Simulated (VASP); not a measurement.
Set up this calculation in VASP 6.6.1, as the native input.

| Item | Value |
| --- | --- |
| Task | single point |
| Functional | LDA |
| Potentials or basis | VASP PAW LDA potentials, release 64 (Ga_d, N) |
| Cutoff | 520 eV |
| k mesh | 8 × 8 × 4 |
| Occupations | gaussian, width 0.01 eV |
| Spin | no spin polarisation |
| Dipole correction | no |
| Further INCAR settings | ALGO = Normal; EDIFF = 1e-06; NBANDS = 26 |

The structure of GaN lies in POSCAR:

```
GaN
1.0
    3.1833327219      0.0000000000      0.0000000000
   -1.5916663609      2.7568470059      0.0000000000
    0.0000000000      0.0000000000      5.1075674076
Ga N
2 2
Direct
    0.3333333333      0.6666666667     -0.0007042242
    0.6666666667      0.3333333333      0.4992957758
    0.3333333333      0.6666666667      0.3757042242
    0.6666666667      0.3333333333      0.8757042242
```

This cell differs from its parent crystal: in-plane strain +0.01.

These files were run (other wordings do the same):

INCAR

```
SYSTEM = GaN
PREC = Accurate
ENCUT = 520
EDIFF = 1E-6
ISMEAR = 0
SIGMA = 0.01
LREAL = .False.
LASPH = .True.
NELM = 80
ALGO = Normal
ISIF = 2
LWAVE = .False.
LCHARG = .False.
NBANDS = 26
```

KPOINTS

```
Automatic mesh
0
Gamma
  8 8 4
  0 0 0
```

Potentials or basis: VASP PAW LDA potentials, release 64 (Ga_d, N).

Run with:

```bash
$ cat potpaw_LDA.64/Ga_d/POTCAR potpaw_LDA.64/N/POTCAR > POTCAR
$ mpirun -np 1 vasp_std > vasp.out
```

Results of the run:

| Item | Value |
| --- | --- |
| Pressure | -1.6 GPa |
| Largest force | 0.179 eV/Å |
| Band gap on the k mesh | 2.09 eV, direct |

Caveat: the cell differs from its parent crystal (in-plane strain +0.01).

It took 13 s on 1 thread of Intel(R) Xeon(R) 6975P-C (Granite Rapids) (shared host), peak memory 0.15 GiB.
